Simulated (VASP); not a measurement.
A run of VASP 6.6.1 is set up as follows.

INCAR

```
SYSTEM = Pt
PREC = Accurate
ENCUT = 520
EDIFF = 1E-6
ISMEAR = 0
SIGMA = 0.15
LREAL = .False.
LASPH = .True.
NELM = 100
ALGO = Fast
ISIF = 2
LWAVE = .False.
LCHARG = .True.
GGA = PE
LELF = .True.
LVHAR = .True.
NBANDS = 11
```

The input KPOINTS:

```
regular mesh
0
Gamma
  24 24 24
  0 0 0
```

Contents of POSCAR:

```
Pt
1.0
    0.0000000000      2.0668907952      1.7568571759
    2.0668907952      0.0000000000      1.7568571759
    2.0668907952      2.0668907952      0.0000000000
Pt
1
Direct
    0.0000000000      0.0000000000      0.0000000000
```

Potentials or basis: VASP PAW PBE potentials, release 64 (Pt).

Command:

```console
$ cat potpaw_PBE.64/Pt/POTCAR > POTCAR
$ mpirun -np 1 vasp_std > vasp.out
```

Question: Estimate the band gap on the k mesh.

Answer: Zero (bands 5 and 6 overlap by 2.80 eV).

Question: What does it give for the pressure?

Answer: 12.6 GPa.

Stress tensor (GPa, compression positive):
```
10.18  0.00  0.00
 0.00 10.18  0.00
 0.00  0.00 17.53
```

Caveat: the cell stands under pressure; spin-orbit coupling is left out, which moves the levels of the heavy elements.
